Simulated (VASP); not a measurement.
## YTl: relaxation of cell and atoms with LDA

Crystal: YTl.

```xyz
2
Lattice="0.0000 3.0527 3.0527 3.0527 0.0000 3.0527 3.0527 3.0527 0.0000" Properties=species:S:1:pos:R:3 pbc="T T T"
Y     0.0000    0.0000    0.0000
Tl    3.0527    3.0527    3.0527
```

```yaml
Program: VASP 6.6.1
Task: relaxation of cell and atoms
Functional: LDA
Potentials_or_basis: VASP PAW LDA potentials, release 64 (Y_sv, Tl_d)
Cutoff: 600 eV
k_mesh: 5 × 5 × 5
Occupations: gaussian, width 0.05 eV
Spin: no spin polarisation
Dipole_correction: no
Further_INCAR_settings: ALGO = Normal; EDIFF = 1e-07; IBRION = 2; EDIFFG = -0.01; NSW = 80; ISIF = 3
```

```
Relaxed volume                        : 28.52 Å³/atom
Relaxed cell                          : a = 4.321 Å, b = 4.321 Å, c = 4.321 Å, α = 60.00°, β = 60.00°, γ = 60.00°
Space group after relaxing (to 0.1 Å) : Fm-3m (No. 225)
Energy gained by relaxing             : 0.0 meV/atom
Ionic steps                           : 3
Pressure after relaxing               : 0.0 GPa
Band gap on the k mesh                : zero (bands 12 and 13 overlap by 1.94 eV)
```

Final structure:
```
CELL_PARAMETERS angstrom
0.00000 3.05511 3.05511
3.05511 0.00000 3.05511
3.05511 3.05511 0.00000
ATOMIC_POSITIONS crystal
Y 0.00000 0.00000 0.00000
Tl 0.50000 0.50000 0.50000
```

Levels at points of the mesh, in eV from the Fermi level:
```
           k point  band 8  band 9  band 10  band 11  band 12  band 13  band 14  band 15  band 16
(0.00, 0.00, 0.00)  -11.28  -11.28    -8.17     1.87     1.87     1.87     2.94     2.94     4.12
```

Run time: 43 s on 1 thread of Intel(R) Xeon(R) Platinum 8488C (Sapphire Rapids), on a shared host, peak memory 0.19 GiB.

Caveat: spin-orbit coupling is left out, which moves the levels of the heavy elements.
